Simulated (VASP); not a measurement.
# SiF (R-3m) in VASP: a series of runs

Runs on SiF. Level: PBE. Tasks: single point, relaxation of cell and atoms.

Everything below comes from runs of VASP 6.6.1. Logs are shortened: lines on timing, memory, paths and dates and some standing lists are left out, and cuts for length are marked.

## Step 1: The cell of the first run

It takes space group R-3m (No. 166, trigonal). Conventional cell: a = 2.677 Å, b = 2.677 Å, c = 11.695 Å, α = 90.00°, β = 90.00°, γ = 120.00°. Si (site symmetry -3m) has 6 F at 2.49 Å and 6 Si at 2.68 Å within 3.3 Å. Within 3.3 Å of F (site symmetry -3m) lie 6 Si at 2.49 Å and 6 F at 2.68 Å.

## Step 2: Single point, PBE

The input, INCAR:

```
ALGO = Normal
EDIFF = 1E-6
ENCUT = 520
GGA = PE
ISIF = 2
ISMEAR = 0
LASPH = T
LCHARG = T
LELF = T
LREAL = F
LVHAR = T
LWAVE = F
NBANDS = 12
NELM = 100
PREC = Accurate
SIGMA = 0.1
```

The input, KPOINTS:

```
k-points
0
Gamma
  24 24 24
```

The input, POSCAR:

```
SiF
1.0
    1.3386011485      0.7728417334      3.8983118460
   -1.3386011485      0.7728417334      3.8983118460
    0.0000000000     -1.5456834668      3.8983118460
Si F
1 1
Direct
    0.5000000000      0.5000000000      0.5000000000
    0.0000000000      0.0000000000      0.0000000000
```

Potentials or basis: VASP PAW PBE potentials, release 64 (Si, F).

Command:

```console
> cat potpaw_PBE.64/Si/POTCAR potpaw_PBE.64/F/POTCAR > POTCAR
> mpirun -np 1 vasp_std > vasp.out
```

OUTCAR:

```text
EDIFF = 1E-6
   ENCUT = 520
   GGA = PE
   ISIF = 2
   ISMEAR = 0
   LASPH = T
   LREAL = F
   NELM = 100
   PREC = Accurate

 ion  position               nearest neighbor table
   1  0.500  0.500  0.500-   2 2.49   2 2.49   2 2.49   2 2.49   2 2.49   2 2.49
   2  0.000  0.000  0.000-   1 2.49   1 2.49   1 2.49   1 2.49   1 2.49   1 2.49

  LATTYP: Found a trigonal (rhomboedric) cell.
 ALAT       =     4.1935632377
 COS(alpha) =     0.7962179207

  Lattice vectors:

 A1 = (   1.3386011485,   0.7728417334,   3.8983118460)
 A2 = (  -1.3386011485,   0.7728417334,   3.8983118460)
 A3 = (   0.0000000000,  -1.5456834668,   3.8983118460)

Analysis of symmetry for initial positions (statically):
=====================================================================
 Subroutine PRICEL returns:
 Original cell was already a primitive cell.

 Routine SETGRP: Setting up the symmetry group for a
 trigonal (rhombohedral) supercell.

 Subroutine GETGRP returns: Found 12 space group operations
 (whereof 12 operations were pure point group operations)
 out of a pool of 12 trial point group operations.

The static configuration has the point symmetry D_3d.

Analysis of symmetry for dynamics (positions and initial velocities):
=====================================================================
 Subroutine PRICEL returns:
 Original cell was already a primitive cell.

 Routine SETGRP: Setting up the symmetry group for a
 trigonal (rhombohedral) supercell.

 Subroutine GETGRP returns: Found 12 space group operations
 (whereof 12 operations were pure point group operations)
 out of a pool of 12 trial point group operations.

The dynamic configuration has the point symmetry D_3d.

 Subroutine INISYM returns: Found 12 space group operations
 (whereof 12 operations are pure point group operations),
 and found     1 'primitive' translations

----------------------------------------------------------------------------------------

                                     Primitive cell

  volume of cell :      24.1974

  direct lattice vectors                    reciprocal lattice vectors
     1.338601149  0.772841733  3.898311846     0.373524257  0.215654331  0.085507098
    -1.338601149  0.772841733  3.898311846    -0.373524257  0.215654331  0.085507098
     0.000000000 -1.545683467  3.898311846     0.000000000 -0.431308661  0.085507098

  length of vectors
     4.193563238  4.193563238  4.193563238     0.439702883  0.439702883  0.439702883

  position of ions in fractional coordinates (direct lattice)
     0.500000000  0.500000000  0.500000000
[... 83 lines left out ...]
   NFREE  =      0    steps in history (QN), initial steepest desc. (CG)
   ISIF   =      2    stress and relaxation
   ISYM   =      2    0-nonsym 1-usesym 2-fastsym
   POTIM  = 0.5000    time-step for ionic-motion
   TEBEG  =    0.0;   TEEND  =   0.0 temperature during run
   PSTRESS=    0.0 pullay stress
   NELECT =      11.0000    total number of electrons
   NUPDOWN=      -1.0000    fix difference up-down
   EMIN   =  10.00;   EMAX   =-10.00  energy-range for DOS
   EFERMI =   0.00;   METHOD = LEGACY
   ISMEAR =     0;   SIGMA  =   0.10  broadening in eV -4-tet -1-fermi 0-gaus
   EFERMI_NEDOS =   21; number of points for ismear=-14 and -15
   IALGO  =     38    algorithm
   IMIX   =      4    mixing-type and parameters
     AMIX     =   0.40;   BMIX     =  1.00
     AMIX_MAG =   1.60;   BMIX_MAG =  1.00
  volume/ion in A,a.u.               =      12.10        81.65
  Fermi-wavevector in a.u.,A,eV,Ry     =   1.258778  2.378746 21.558737  1.584522
  Thomas-Fermi vector in A             =   2.392371
   LORBIT       =      0    0 simple, 1 ext, 2 COOP (PROOUT), +10 PAW based schemes
   GGA     = PE    functional components
   LHFCALC =     F    Hartree Fock is set to
   AEXX    =    0.0000 exact exchange contribution
   IVDW    =     0    specifies the selected vdW correction
   LEPSILON=     F    determine dielectric tensor
   LRPA    =     F    only Hartree local field effects (RPA)
 non-spin polarized calculation
 Gauss-broadening in eV      SIGMA  =   0.10
  energy-cutoff  :      520.00
  volume of cell :       24.20
 maximum number of plane-waves:       667
   NGX = 15   NGY = 15   NGZ = 15

 number of electron      10.9999997 magnetization

 Free energy of the ion-electron system (eV)
  ---------------------------------------------------
  ext. energy  EPLUGINS =         0.00000000
  ---------------------------------------------------
  free energy    TOTEN  =        -8.79434242 eV

  energy without entropy =       -8.79273996  energy(sigma->0) =       -8.79354119

 E-fermi :   6.5831     XC(G=0): -10.8112

 val. band max:        6.5745926605   @ k =  -0.4583   0.4583   0.4167
 cond. band min:       6.5937885535   @ k =  -0.2917   0.4167   0.2500
 fundamental gap:      0.0191958930
 Fermi energy:         6.5831466137

 k-point     1 :       0.0000    0.0000    0.0000
  band No.  band energies     occupation
      1     -17.3104      2.00000
      2      -4.1266      2.00000
      3      -0.6212      2.00000
      4       3.2672      2.00000
      5       3.2672      2.00000
      6       9.9662      0.00000
      7      14.3684      0.00000
      8      17.7286      0.00000
      9      17.7286      0.00000
     10      19.4932      0.00000
     11      19.4932      0.00000
     12      24.8732      0.00000
[... 331 lines left out ...]
 k-point    24 :       0.4583    0.0417    0.0000
  band No.  band energies     occupation
      1     -16.5497      2.00000
      2      -1.4389      2.00000
      3       0.7549      2.00000
      4       2.1596      2.00000
      5       2.7030      2.00000
      6       5.1542      2.00000
      7       9.6249      0.00000
      8      12.2625      0.00000
      9      15.7993      0.00000
     10      16.9195      0.00000
     11      20.7622      0.00000
     12      23.1381      0.00000

 [... further k-points ...]
[... 5 lines left out ...]
  --------------------------------------------------------------------------------------
  -------------------------------------------------------------------------------------
  Total       -0.0336211     -0.0336211     -0.0264539      0.0000000     -0.0000000      0.0000000
  in kB       -2.2261438     -2.2261438     -1.7515800      0.0000000     -0.0000000      0.0000000
  external PRESSURE =      -2.0679558 kB  Pullay stress =       0.0000000 kB

 VOLUME and BASIS-vectors are now :
 -----------------------------------------------------------------------------
  energy-cutoff  :      520.00
  volume of cell :       24.20
      direct lattice vectors                 reciprocal lattice vectors
     1.338601149  0.772841733  3.898311846     0.373524257  0.215654331  0.085507098
    -1.338601149  0.772841733  3.898311846    -0.373524257  0.215654331  0.085507098
     0.000000000 -1.545683467  3.898311846     0.000000000 -0.431308661  0.085507098

 POSITION                                       TOTAL-FORCE (eV/Angst)
 -----------------------------------------------------------------------------------
      0.00000      0.00000      5.84747         0.000000     -0.000000     -0.000000
      0.00000      0.00000      0.00000        -0.000000      0.000000      0.000000
 -----------------------------------------------------------------------------------
    total drift:                               -0.000000     -0.000000     -0.000000

  FREE ENERGIE OF THE ION-ELECTRON SYSTEM (eV)
  ---------------------------------------------------
  free  energy   TOTEN  =        -8.7943424236 eV

  energy  without entropy=       -8.7927399613  energy(sigma->0) =       -8.79354119
```

stdout:

```text
POSCAR found type information on POSCAR SiF
 POSCAR found :  2 types and       2 ions
 scaLAPACK will be used
 LDA part: xc-table for (Slater+PW92), standard interpolation
 POSCAR, INCAR and KPOINTS ok, starting setup
 FFT: planning ... GRIDC
 FFT: planning ... GRID_SOFT
 FFT: planning ... GRID
 WAVECAR not read
 entering main loop
```

Run time: 13 min. Hardware: 1 thread of AMD EPYC 7R43 (Zen 3), shared host; peak memory 0.43 GiB.

What came out:

```yaml
Free_energy: -8.7943 eV
Pressure: -0.2 GPa
```

Caveat: an odd number of electrons without spin polarisation forces a metal; a magnetic or distorted state may lie lower.

## Step 3: Relaxation of cell and atoms, PBE

The input, INCAR:

```
PREC     = Accurate       # precision mode
ENCUT    = 600            # plane-wave cutoff, eV
EDIFF    = 1E-7           # SCF threshold, eV
ISMEAR   = 0              # smearing method
SIGMA    = 0.1            # smearing width, eV
LREAL    = False          # projectors in reciprocal space
LASPH    = True           # aspherical terms in the spheres
NELM     = 100            # most SCF steps
ALGO     = Normal         # electronic algorithm
ISIF     = 3              # what is computed and relaxed
LWAVE    = False          # write WAVECAR
LCHARG   = False          # write CHGCAR
GGA      = PE             # functional
IBRION   = 2              # ionic algorithm
NSW      = 100            # ionic steps
EDIFFG   = -0.01          # ionic threshold
```

The input, KPOINTS:

```
Automatic mesh
0
Gamma
  24 24 24
```

The input, POSCAR:

```
SiF
1.0
    1.3367282054      0.7717603892      3.9048381852
   -1.3367282054      0.7717603892      3.9048381852
    0.0000000000     -1.5435207784      3.9048381852
Si F
1 1
Direct
    0.5000000000      0.5000000000      0.5000000000
    0.0000000000      0.0000000000      0.0000000000
```

Potentials or basis: VASP PAW PBE potentials, release 64 (Si, F).

Command:

```console
> cat potpaw_PBE.64/Si/POTCAR potpaw_PBE.64/F/POTCAR > POTCAR
> mpirun -np 1 vasp_std > vasp.out
```

Wall time 15 min (1 thread of Intel Xeon Platinum 8124M at 3.00GHz (Skylake/Cascade Lake), shared host); peak memory 0.52 GiB.

The run converged. Its results:

| Item | Value |
| --- | --- |
| Free energy | -8.7959 eV |
| Relaxed volume | 12.06 Å³/atom |
| Relaxed cell | a = 4.191 Å, b = 4.191 Å, c = 4.191 Å, α = 37.20°, β = 37.20°, γ = 37.20° |
| Space group after relaxing (to 0.05 Å) | R-3m (No. 166) |
| Energy gained by relaxing | 0.1 meV/atom |
| Ionic steps | 3 |
| Pressure after relaxing | 0.0 GPa |

Step by step:
| step | energy change (eV) | largest force (eV/Å) | pressure (GPa) | volume (Å³) |
| --- | --- | --- | --- | --- |
| 1 | 0.0000 | 0.0000 | -0.30 | 24.17 |
| 2 | -0.0001 | 0.0000 | 0.13 | 24.09 |
| 3 | -0.0001 | 0.0000 | 0.01 | 24.11 |

Final structure:
```yaml
crystal:
  lattice:
    - [1.33659, 0.77168, 3.89628]
    - [-1.33659, 0.77168, 3.89628]
    - [0.00000, -1.54336, 3.89628]
  atoms:
    - { symbol: Si, position: [0.50000, 0.50000, 0.50000] }
    - { symbol: F, position: [0.00000, 0.00000, 0.00000] }
```

Levels at points of the mesh, in eV from the Fermi level:
```tsv
k point	band 2	band 3	band 4	band 5	band 6	band 7	band 8	band 9
(0.00, 0.00, 0.00)	-10.74	-7.24	-3.32	-3.32	3.39	7.79	11.20	11.20
(0.50, 0.00, 0.00)	-7.90	-5.70	-4.46	-3.90	-1.94	3.02	6.22	8.52
(0.50, 0.50, 0.00)	-7.45	-6.50	-4.87	-3.97	-1.47	5.38	6.65	6.77
(0.50, 0.50, 0.50)	-12.36	-3.34	-3.34	-3.15	-0.71	10.83	10.83	12.22
```

Caveat: an odd number of electrons without spin polarisation forces a metal; a magnetic or distorted state may lie lower.

## Step 4: Single point, PBE

The input, INCAR:

```
SYSTEM = SiF
PREC = Accurate
ENCUT = 520
EDIFF = 1E-6
ISMEAR = 0
SIGMA = 0.1
LREAL = .FALSE.
LASPH = .TRUE.
NELM = 60
ALGO = Normal
ISIF = 2
LWAVE = .FALSE.
LCHARG = .TRUE.
GGA = PE
LELF = .TRUE.
LVHAR = .TRUE.
NBANDS = 12
```

The input, KPOINTS:

```
Automatic mesh
0
G
  6 6 6
  0 0 0
```

The input, POSCAR:

```
SiF
1.0
    1.3386763020      0.7728851233      3.8965908886
   -1.3386763020      0.7728851233      3.8965908886
    0.0000000000     -1.5457702466      3.8965908886
Si F
1 1
Direct
    0.5000000000      0.5000000000      0.5000000000
    0.0000000000      0.0000000000      0.0000000000
```

Command:

```console
> cat potpaw_PBE.64/Si/POTCAR potpaw_PBE.64/F/POTCAR > POTCAR
> mpirun -np 1 vasp_std > vasp.out
```

Run time: 14 s. Hardware: 1 thread of AMD EPYC 7R13 (Zen 3), shared host; peak memory 0.13 GiB.

The run converged. Its results:

| Property | Result |
| --- | --- |
| Free energy | -8.8236 eV |
| Pressure | -0.1 GPa |

Stress tensor (GPa, compression positive):
```
-0.19  0.00  0.00
 0.00 -0.19  0.00
 0.00  0.00  0.02
```

Levels at points of the mesh, in eV from the Fermi level:
```tsv
k point	band 2	band 3	band 4	band 5	band 6	band 7	band 8	band 9
(0.00, 0.00, 0.00)	-10.08	-6.60	-2.72	-2.72	4.00	8.40	11.77	11.77
(0.50, 0.00, 0.00)	-7.27	-5.07	-3.81	-3.29	-1.32	3.64	6.82	9.14
(0.50, 0.50, 0.00)	-6.82	-5.87	-4.24	-3.36	-0.83	5.98	7.27	7.37
(0.50, 0.50, 0.50)	-11.70	-2.73	-2.73	-2.52	-0.08	11.41	11.41	12.83
```

Caveat: the k points lie up to 0.46 Å⁻¹ apart; an odd number of electrons without spin polarisation forces a metal; a magnetic or distorted state may lie lower.

## Step 5: The runs side by side

```tsv
task	cell	k mesh	cutoff (eV)	gap on the mesh (eV)	pressure (GPa)
single point	a = 4.194 Å, angles 37.2°, 2 atoms	24 × 24 × 24	520	none	-0.2
relaxation of cell and atoms	relaxed from a = 4.199 Å, angles 37.1°, 2 atoms	24 × 24 × 24	600	none	0.0
single point	a = 4.192 Å, angles 37.2°, 2 atoms	6 × 6 × 6	520	none	-0.1
```

Alike in all rows: level PBE; potentials or basis VASP PAW PBE potentials, release 64 (Si, F); no spin polarisation; smearing gaussian 0.1 eV.

Caveats: some runs use coarse meshes; an odd number of electrons without spin polarisation forces a metal; a magnetic or distorted state may lie lower.

Total energies depend on the potentials used, so only differences within one code and one set of settings carry meaning.
